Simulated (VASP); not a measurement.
# Ge6Mo2W: single point with PBE

Ge6Mo2W:

```xyz
9
Lattice="0.0000 4.4076 7.5842 2.5281 0.0000 7.5842 2.5281 4.4076 0.0000" Properties=species:S:1:pos:R:3 pbc="T T T"
Ge    2.5281    5.8328    5.0561
Ge    2.5281    5.8328   10.1122
Ge    2.5281    1.4252    7.5842
Ge    2.5281    2.9824    5.0561
Ge    2.5281    2.9824   10.1122
Ge    2.5281    7.3900    7.5842
Mo    2.5281    4.4076   12.6403
Mo    2.5281    4.4076    2.5281
W     2.5281    4.4076    7.5842
```

| Quantity | Value |
| --- | --- |
| Program | VASP 6.6.1 |
| Task | single point |
| Functional | PBE |
| Potentials or basis | VASP PAW PBE potentials, release 64 (Ge_d, Mo_sv, W_sv) |
| Cutoff | 520 eV |
| k mesh | 4 × 4 × 4 |
| Occupations | gaussian, width 0.1 eV |
| Spin | no spin polarisation |
| Dipole correction | no |
| Further INCAR settings | ALGO = Normal; EDIFF = 1e-06; NBANDS = 73 |

| Item | Value |
| --- | --- |
| Pressure | -20.6 GPa |
| Largest force | 0.421 eV/Å |
| Band gap on the k mesh | zero (band 63 reaches 7.91 eV, above the bottom of band 64 at 7.14 eV) |

Forces in eV/Å, atoms in the order of the input:
```
Ge   0.000 -0.419  0.033
Ge   0.000 -0.419 -0.033
Ge   0.000 -0.399  0.000
Ge   0.000  0.419  0.033
Ge   0.000  0.419 -0.033
Ge   0.000  0.399  0.000
Mo   0.000  0.000 -0.040
Mo   0.000  0.000  0.040
W    0.000  0.000  0.000
```

Stress tensor (GPa, compression positive):
```
-20.86   0.00   0.00
  0.00 -20.61   0.00
  0.00   0.00 -20.20
```

Levels at points of the mesh, in eV from the Fermi level:
```csv
k point,band 60,band 61,band 62,band 63,band 64,band 65,band 66,band 67
"(0.00, 0.00, 0.00)",-1.53,-1.39,-1.26,0.41,1.90,2.06,2.07,2.08
"(0.50, 0.00, 0.00)",-1.31,-1.09,-1.06,0.04,0.86,1.02,1.17,1.31
"(0.50, 0.50, 0.00)",-1.23,-0.90,-0.88,-0.76,0.65,0.85,1.47,1.52
"(0.50, 0.00, 0.50)",-1.21,-0.27,-0.27,-0.20,-0.20,0.44,0.77,0.83
"(0.00, 0.50, 0.50)",-0.72,-0.71,-0.35,-0.26,0.16,0.27,0.67,0.80
```

Run time: 7.6 min on 1 thread of AMD EPYC 7R43 64-Core Processor (Zen 3), on a shared host, peak memory 0.48 GiB.

Caveat: the k points lie up to 0.37 Å⁻¹ apart; spin-orbit coupling is left out, which moves the levels of the heavy elements.
